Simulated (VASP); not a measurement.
Input of a VASP 6.6.1 run:

File INCAR:

```
PREC     = Accurate       # precision mode
ENCUT    = 520            # plane-wave cutoff, eV
EDIFF    = 1E-7           # SCF threshold, eV
ISMEAR   = 0              # smearing method
SIGMA    = 0.1            # smearing width, eV
LREAL    = False          # projectors in reciprocal space
LASPH    = True           # aspherical terms in the spheres
NELM     = 60             # most SCF steps
ALGO     = Normal         # electronic algorithm
ISIF     = 2              # what is computed and relaxed
LWAVE    = False          # write WAVECAR
LCHARG   = False          # write CHGCAR
GGA      = PE             # functional
NBANDS   = 50             # bands
```

File KPOINTS:

```
regular mesh
0
Gamma
  6 6 1
```

Contents of POSCAR:

```
GeSb4Te7
1.0
    4.2433937410      0.0000000000      0.0000000000
   -2.1216968705      3.6748867780      0.0000000000
    0.0000000000      0.0000000000     23.1125108678
Ge Sb Te
1 4 7
Direct
    0.0000000000      0.0000000000      0.5000000000
    0.6666666667      0.3333333333      0.9152333565
    0.3333333333      0.6666666667      0.3431842846
    0.3333333333      0.6666666667      0.0847666435
    0.6666666667      0.3333333333      0.6568157154
    0.3333333333      0.6666666667      0.8406961926
    0.6666666667      0.3333333333      0.1593038074
    0.0000000000      0.0000000000      0.7310714683
    0.6666666667      0.3333333333      0.4286417859
    0.3333333333      0.6666666667      0.5713582141
    0.0000000000      0.0000000000      0.0000000000
    0.0000000000      0.0000000000      0.2689285317
```

Potentials or basis: VASP PAW PBE potentials, release 64 (Ge_d, Sb, Te).

Launch:

```sh
$ cat potpaw_PBE.64/Ge_d/POTCAR potpaw_PBE.64/Sb/POTCAR potpaw_PBE.64/Te/POTCAR > POTCAR
$ mpirun -np 1 vasp_std > vasp.out
```

Task: Predict the band gap on the k mesh.

Result: 0.37 eV.

Task: Estimate the largest force.

Result: 0.031 eV/Å.

Task: Estimate the pressure.

Result: 3.2 GPa.

Forces in eV/Å, atoms in the order of the input:
```
Ge   0.000  0.000  0.000
Sb   0.000  0.000  0.026
Sb   0.000  0.000  0.028
Sb   0.000  0.000 -0.026
Sb   0.000  0.000 -0.028
Te   0.000  0.000 -0.028
Te   0.000  0.000  0.028
Te   0.000  0.000  0.031
Te   0.000  0.000 -0.022
Te   0.000  0.000  0.022
Te   0.000  0.000  0.000
Te   0.000  0.000 -0.031
```

Caveat: the cell stands under pressure; spin-orbit coupling is left out, which moves the levels of the heavy elements; an odd mesh through Γ misses points on the zone boundary, where band edges can lie.
